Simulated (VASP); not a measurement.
# MgZn2O3 (P-3m1) in VASP: single point with HSE06

Aim: the single point of MgZn2O3 with HSE06.

All numbers are computed with VASP 6.6.1; they aren't measurements. Logs are shortened: lines on timing, memory, paths and dates and some standing lists are left out, and cuts for length are marked.

### Step 1. The cell of the first run

Symmetry: P-3m1, No. 164, trigonal system. The conventional cell has a = 3.006 Å, b = 3.006 Å, c = 7.343 Å, α = 90.00°, β = 90.00°, γ = 120.00°. Within 2.8 Å of Mg (site symmetry -3m) lie 6 O at 2.10 Å. Zn (site symmetry 3m) has 6 O at 2.13 to 2.14 Å within 2.8 Å. O (site symmetry 3m) has 3 Mg at 2.10 Å and 3 Zn at 2.14 Å within 2.8 Å. O (site symmetry -3m) has 6 Zn at 2.13 Å within 2.8 Å.

### Step 2. Single point, HSE06

The input, POSCAR:

```
MgZn2O3
1.0
    3.0057061982      0.0000000000      0.0000000000
   -1.5028530991      2.6030179240      0.0000000000
    0.0000000000      0.0000000000      7.3429055970
Mg Zn O
1 2 3
Direct
    0.0000000000      0.0000000000      0.0000000000
    0.3333333333      0.6666666667      0.6682898344
    0.6666666667      0.3333333333      0.3317101656
    0.3333333333      0.6666666667      0.1613721608
    0.6666666667      0.3333333333      0.8386278392
    0.0000000000      0.0000000000      0.5000000000
```

The input, INCAR.step1:

```
ALGO = Normal
EDIFF = 1E-5
ENCUT = 520
GGA = PE
ISIF = 2
ISMEAR = 0
KPAR = 4
LASPH = True
LCHARG = False
LREAL = False
LWAVE = True
NBANDS = 31
NELM = 80
PREC = Accurate
SIGMA = 0.01
```

The input, INCAR.step2:

```
ALGO = Normal
EDIFF = 1E-6
ENCUT = 520
GGA = PE
HFSCREEN = 0.2079
ISIF = 2
ISMEAR = 0
ISTART = 1
KPAR = 4
LASPH = True
LCHARG = False
LHFCALC = True
LREAL = False
LWAVE = False
NBANDS = 31
NELM = 80
PREC = Accurate
PRECFOCK = Fast
SIGMA = 0.01
```

The input, KPOINTS:

```
k-points
0
Gamma
  6 6 2
```

Potentials or basis: VASP PAW PBE potentials, release 64 (Mg, Zn, O).

The run is started by

```console
$ cat potpaw_PBE.64/Mg/POTCAR potpaw_PBE.64/Zn/POTCAR potpaw_PBE.64/O/POTCAR > POTCAR
$ cp INCAR.step1 INCAR
$ mpirun -np 4 vasp_std > vasp.out
$ cp INCAR.step2 INCAR
$ mpirun -np 4 vasp_std > vasp.out
```

OUTCAR:

```text
EDIFF = 1E-6
   ENCUT = 520
   GGA = PE
   HFSCREEN = 0.2079
   ISIF = 2
   ISMEAR = 0
   ISTART = 1
   LASPH = True
   LHFCALC = True
   LREAL = False
   NELM = 80
   PREC = Accurate
   PRECFOCK = Fast

 ion  position               nearest neighbor table
   1  0.000  0.000  0.000-   4 2.10   5 2.10   5 2.10   4 2.10   5 2.10   4 2.10   2 2.99   3 2.99
                             2 2.99   3 2.99   3 2.99   2 2.99
   2  0.333  0.667  0.668-   6 2.13   6 2.13   6 2.13   5 2.14   5 2.14   5 2.14   1 2.99   1 2.99
                             1 2.99   3 3.02   3 3.02   3 3.02
   3  0.667  0.333  0.332-   6 2.13   6 2.13   6 2.13   4 2.14   4 2.14   4 2.14   1 2.99   1 2.99
                             1 2.99   2 3.02   2 3.02   2 3.02
   4  0.333  0.667  0.161-   1 2.10   1 2.10   1 2.10   3 2.14   3 2.14   3 2.14
   5  0.667  0.333  0.839-   1 2.10   1 2.10   1 2.10   2 2.14   2 2.14   2 2.14
   6  0.000  0.000  0.500-   2 2.13   3 2.13   3 2.13   2 2.13   3 2.13   2 2.13

  LATTYP: Found a hexagonal cell.
 ALAT       =     3.0057061982
 C/A-ratio  =     2.4429884735

  Lattice vectors:

 A1 = (   3.0057061982,   0.0000000000,   0.0000000000)
 A2 = (  -1.5028530991,   2.6030179240,   0.0000000000)
 A3 = (   0.0000000000,   0.0000000000,   7.3429055970)

Analysis of symmetry for initial positions (statically):
=====================================================================
 Subroutine PRICEL returns:
 Original cell was already a primitive cell.

 Routine SETGRP: Setting up the symmetry group for a
 hexagonal supercell.

 Subroutine GETGRP returns: Found 12 space group operations
 (whereof 12 operations were pure point group operations)
 out of a pool of 24 trial point group operations.

The static configuration has the point symmetry D_3d.

Analysis of symmetry for dynamics (positions and initial velocities):
=====================================================================
 Subroutine PRICEL returns:
 Original cell was already a primitive cell.

 Routine SETGRP: Setting up the symmetry group for a
 hexagonal supercell.

 Subroutine GETGRP returns: Found 12 space group operations
 (whereof 12 operations were pure point group operations)
 out of a pool of 24 trial point group operations.

The dynamic configuration has the point symmetry D_3d.

 Subroutine INISYM returns: Found 12 space group operations
 (whereof 12 operations are pure point group operations),
 and found     1 'primitive' translations

----------------------------------------------------------------------------------------

                                     Primitive cell

  volume of cell :      57.4502

  direct lattice vectors                    reciprocal lattice vectors
     3.005706198  0.000000000  0.000000000     0.332700515  0.192084732  0.000000000
    -1.502853099  2.603017924  0.000000000     0.000000000  0.384169464  0.000000000
     0.000000000  0.000000000  7.342905597     0.000000000  0.000000000  0.136185872

  length of vectors
     3.005706198  3.005706198  7.342905597     0.384169464  0.384169464  0.136185872

  position of ions in fractional coordinates (direct lattice)
     0.000000000  0.000000000  0.000000000
     0.333333333  0.666666667  0.668289834
     0.666666667  0.333333333  0.331710166
     0.333333333  0.666666667  0.161372161
     0.666666667  0.333333333  0.838627839
     0.000000000  0.000000000  0.500000000

  ion indices of the primitive-cell ions
   primitive index   ion index
                 1           1
                 2           2
                 3           3
                 4           4
                 5           5
                 6           6

----------------------------------------------------------------------------------------

 KPOINTS: k-points

Automatic generation of k-mesh.
 Grid dimensions read from file:
 generate k-points for:    6    6    2

 Generating k-lattice:

  Cartesian coordinates                     Fractional coordinates (reciprocal lattice)
     0.055450086  0.032014122  0.000000000     0.166666667  0.000000000  0.000000000
     0.000000000  0.064028244  0.000000000     0.000000000  0.166666667  0.000000000
     0.000000000  0.000000000  0.068092936     0.000000000  0.000000000  0.500000000

  Length of vectors
     0.064028244  0.064028244  0.068092936

  Shift w.r.t. Gamma in fractional coordinates (k-lattice)
     0.000000000  0.000000000  0.000000000

 Subroutine IBZKPT returns following result:
 ===========================================

 Found     14 irreducible k-points:

 Following reciprocal coordinates:
            Coordinates               Weight
  0.000000  0.000000  0.000000      1.000000
  0.166667  0.000000  0.000000      6.000000
  0.333333  0.000000  0.000000      6.000000
  0.500000  0.000000  0.000000      3.000000
  0.166667  0.166667  0.000000      6.000000
  0.333333  0.166667  0.000000     12.000000
  0.333333  0.333333  0.000000      2.000000
  0.000000  0.000000  0.500000      1.000000
  0.166667  0.000000  0.500000      6.000000
  0.333333  0.000000  0.500000      6.000000
  0.500000  0.000000  0.500000      3.000000
  0.166667  0.166667  0.500000      6.000000
  0.333333  0.166667  0.500000     12.000000
  0.333333  0.333333  0.500000      2.000000
   k-points           NKPTS =     14   k-points in BZ     NKDIM =     72   number of bands    NBANDS=     31
   number of dos      NEDOS =    301   number of ions     NIONS =      6
   total plane-waves  NPLWV =  32256
   dimension x,y,z NGX =    24 NGY =   24 NGZ =   56
   dimension x,y,z NGXF=    48 NGYF=   48 NGZF=  112
   ions per type =               1   2   3
   NGX,Y,Z   is equivalent  to a cutoff of  13.27, 13.27, 12.68 a.u.
   NGXF,Y,Z  is equivalent  to a cutoff of  26.55, 26.55, 25.36 a.u.
 SYSTEM =  unknown system
   PREC   = accura    normal or accurate (medium, high low for compatibility)
   ISTART =      1    job   : 0-new  1-cont  2-samecut
   ICHARG =      0    charge: 1-file 2-atom 10-const
   ISPIN  =      1    spin polarized calculation?
   LNONCOLLINEAR =      F non collinear calculations
   LSORBIT =      F    spin-orbit coupling
   LASPH  =      T    aspherical Exc in radial PAW
   ENCUT  =  520.0 eV  38.22 Ry    6.18 a.u.   5.59  5.59 13.65*2*pi/ulx,y,z
   NELM   =     80;   NELMIN=  2; NELMDL=  0     # of ELM steps
   EDIFF  = 0.1E-05   stopping-criterion for ELM
   LREAL  =      F    real-space projection
   EDIFFG = 0.1E-04   stopping-criterion for IOM
   NSW    =      0    number of steps for IOM
   IBRION =     -1    ionic relax: 0-MD 1-quasi-New 2-CG
   NFREE  =      0    steps in history (QN), initial steepest desc. (CG)
   ISIF   =      2    stress and relaxation
   ISYM   =      3    0-nonsym 1-usesym 2-fastsym
   POTIM  = 0.5000    time-step for ionic-motion
   TEBEG  =    0.0;   TEEND  =   0.0 temperature during run
   PSTRESS=    0.0 pullay stress
   NELECT =      44.0000    total number of electrons
   NUPDOWN=      -1.0000    fix difference up-down
   EMIN   =  10.00;   EMAX   =-10.00  energy-range for DOS
   EFERMI =   0.00;   METHOD = LEGACY
   ISMEAR =     0;   SIGMA  =   0.01  broadening in eV -4-tet -1-fermi 0-gaus
   EFERMI_NEDOS =   21; number of points for ismear=-14 and -15
   IALGO  =     38    algorithm
   IMIX   =      1    mixing-type and parameters
     AMIX     =   0.40;   BMIX     =  1.00
     AMIX_MAG =   1.60;   BMIX_MAG =  1.00
  volume/ion in A,a.u.               =       9.58        64.62
  Fermi-wavevector in a.u.,A,eV,Ry     =   1.497828  2.830484 30.524503  2.243488
  Thomas-Fermi vector in A             =   2.609665
   LORBIT       =      0    0 simple, 1 ext, 2 COOP (PROOUT), +10 PAW based schemes
   GGA     = PE    functional components
   LHFCALC =     T    Hartree Fock is set to
   PRECFOCK=fast      Normal, Fast or Accurate (Low or Medium for compatibility)
   ENCUT4O =  -1.0   cutoff for four orbital integrals eV
   NKREDX  =     1    reduce k-point grid by
   NKREDY  =     1    reduce k-point grid by
   NKREDZ  =     1    reduce k-point grid by
   AEXX    =    0.2500 exact exchange contribution
   HFSCREEN=    0.2079 screening length (either q_TF or 0.3 A-1)
   HFSCREENC=   0.2079 screening length for correlation (either q_TF or 0.3 A-1)
   ENCUTFOCK=  -1.0 apply spherical cutoff to Coloumb kernel
   IVDW    =     0    specifies the selected vdW correction
   LEPSILON=     F    determine dielectric tensor
   LRPA    =     F    only Hartree local field effects (RPA)
 non-spin polarized calculation
 Gauss-broadening in eV      SIGMA  =   0.01
  energy-cutoff  :      520.00
  volume of cell :       57.45
 maximum number of plane-waves:      1568
 NGX is ok and might be reduce to    24
  NGX = 14; NGY = 14; NGZ = 36

 number of electron      43.9999999 magnetization

 Free energy of the ion-electron system (eV)
  ---------------------------------------------------
  ext. energy  EPLUGINS =         0.00000000
  ---------------------------------------------------
  free energy    TOTEN  =       -36.41189360 eV

  energy without entropy =      -36.41189360  energy(sigma->0) =      -36.41189360

 E-fermi :   1.8160     XC(G=0):  -9.7503

 val. band max:        1.7296899961   @ k =   0.0000   0.0000   0.0000
 cond. band min:       5.4270606057   @ k =   0.0000   0.0000   0.0000
 fundamental gap:      3.6973706096
 Fermi energy:         1.8160450514

 k-point     1 :       0.0000    0.0000    0.0000
  band No.  band energies     occupation
      1     -18.0419      2.00000
      2     -17.0739      2.00000
      3     -16.9343      2.00000
      4      -5.2466      2.00000
      5      -4.6839      2.00000
      6      -4.6839      2.00000
[... 23 lines left out ...]
     30      19.1722      0.00000
     31      19.1722      0.00000

 k-point     2 :       0.1667    0.0000    0.0000
  band No.  band energies     occupation
      1     -17.7668      2.00000
      2     -16.9376      2.00000
      3     -16.7844      2.00000
      4      -5.0611      2.00000
      5      -4.8967      2.00000
      6      -4.6114      2.00000
[... 23 lines left out ...]
     30      17.7483      0.00000
     31      18.2913      0.00000

 k-point     3 :       0.3333    0.0000    0.0000
  band No.  band energies     occupation
      1     -17.1252      2.00000
      2     -16.6598      2.00000
      3     -16.4889      2.00000
      4      -5.1428      2.00000
      5      -4.8581      2.00000
      6      -4.6183      2.00000
[... 23 lines left out ...]
     30      15.9475      0.00000
     31      17.9820      0.00000

 k-point     4 :       0.5000    0.0000    0.0000
  band No.  band energies     occupation
      1     -16.6939      2.00000
      2     -16.5372      2.00000
      3     -16.3788      2.00000
      4      -5.5153      2.00000
      5      -4.8075      2.00000
      6      -4.7468      2.00000
[... 23 lines left out ...]
     30      15.6769      0.00000
     31      17.0717      0.00000

 k-point     5 :       0.1667    0.1667    0.0000
  band No.  band energies     occupation
      1     -17.3066      2.00000
      2     -16.7273      2.00000
      3     -16.5593      2.00000
      4      -4.9293      2.00000
      5      -4.8760      2.00000
      6      -4.5346      2.00000
[... 23 lines left out ...]
     30      15.8914      0.00000
     31      17.9227      0.00000
[... 202 lines left out ...]
     30      15.5452      0.00000
     31      17.4593      0.00000

 k-point    12 :       0.1667    0.1667    0.5000
  band No.  band energies     occupation
      1     -17.1695      2.00000
      2     -17.0190      2.00000
      3     -16.4032      2.00000
      4      -4.8572      2.00000
      5      -4.8178      2.00000
      6      -4.7402      2.00000
[... 23 lines left out ...]
     30      16.4935      0.00000
     31      17.2342      0.00000

 k-point    13 :       0.3333    0.1667    0.5000
  band No.  band energies     occupation
      1     -16.7221      2.00000
      2     -16.5626      2.00000
      3     -16.3361      2.00000
      4      -5.2904      2.00000
      5      -4.7898      2.00000
      6      -4.6628      2.00000
[... 23 lines left out ...]
     30      15.6607      0.00000
     31      16.1319      0.00000

 k-point    14 :       0.3333    0.3333    0.5000
  band No.  band energies     occupation
      1     -16.5803      2.00000
      2     -16.3529      2.00000
      3     -16.3529      2.00000
      4      -4.8898      2.00000
      5      -4.8898      2.00000
      6      -4.6474      2.00000
[... 23 lines left out ...]
     30      15.3705      0.00000
     31      15.7208      0.00000

------------------------ aborting loop because EDIFF is reached ----------------------------------------

  FORCE on cell =-STRESS in cart. coord.  units (eV):
  Direction    XX          YY          ZZ          XY          YZ          ZX
  --------------------------------------------------------------------------------------
  -------------------------------------------------------------------------------------
  Total        0.4801676      0.4801676      0.4994187     -0.0000000      0.0000000     -0.0000000
  in kB       13.3909627     13.3909627     13.9278401     -0.0000000      0.0000000     -0.0000000
  external PRESSURE =      13.5699219 kB  Pullay stress =       0.0000000 kB

 VOLUME and BASIS-vectors are now :
 -----------------------------------------------------------------------------
  energy-cutoff  :      520.00
  volume of cell :       57.45
      direct lattice vectors                 reciprocal lattice vectors
     3.005706198  0.000000000  0.000000000     0.332700515  0.192084732  0.000000000
    -1.502853099  2.603017924  0.000000000     0.000000000  0.384169464  0.000000000
     0.000000000  0.000000000  7.342905597     0.000000000  0.000000000  0.136185872

 POSITION                                       TOTAL-FORCE (eV/Angst)
 -----------------------------------------------------------------------------------
      0.00000      0.00000      0.00000        -0.000000      0.000000     -0.000000
     -0.00000      1.73535      4.90719         0.000000      0.000000      0.040026
      1.50285      0.86767      2.43572        -0.000000     -0.000000     -0.040026
     -0.00000      1.73535      1.18494         0.000000      0.000000     -0.076985
      1.50285      0.86767      6.15797         0.000000     -0.000000      0.076985
      0.00000      0.00000      3.67145        -0.000000      0.000000     -0.000000
 -----------------------------------------------------------------------------------
    total drift:                                0.000000      0.000000      0.000002

  FREE ENERGIE OF THE ION-ELECTRON SYSTEM (eV)
  ---------------------------------------------------
  free  energy   TOTEN  =       -36.4118936014 eV

  energy  without entropy=      -36.4118936014  energy(sigma->0) =      -36.41189360
```

Run time: 21 min. Hardware: 4 MPI ranks of Oxide Virtual Turin-like, shared host; peak memory 0.28 GiB.

Results:

```
Free energy            : -36.4119 eV
Pressure               : 1.4 GPa
Largest force          : 0.077 eV/Å
Band gap on the k mesh : 3.70 eV
```

Forces in eV/Å, atoms in the order of the input:
```
Mg   0.000  0.000  0.000
Zn   0.000  0.000  0.040
Zn   0.000  0.000 -0.040
O    0.000  0.000 -0.077
O    0.000  0.000  0.077
O    0.000  0.000  0.000
```

Caveat: the k points lie up to 0.43 Å⁻¹ apart; the PAW data sets were made with another functional, which shifts forces and pressure a little.
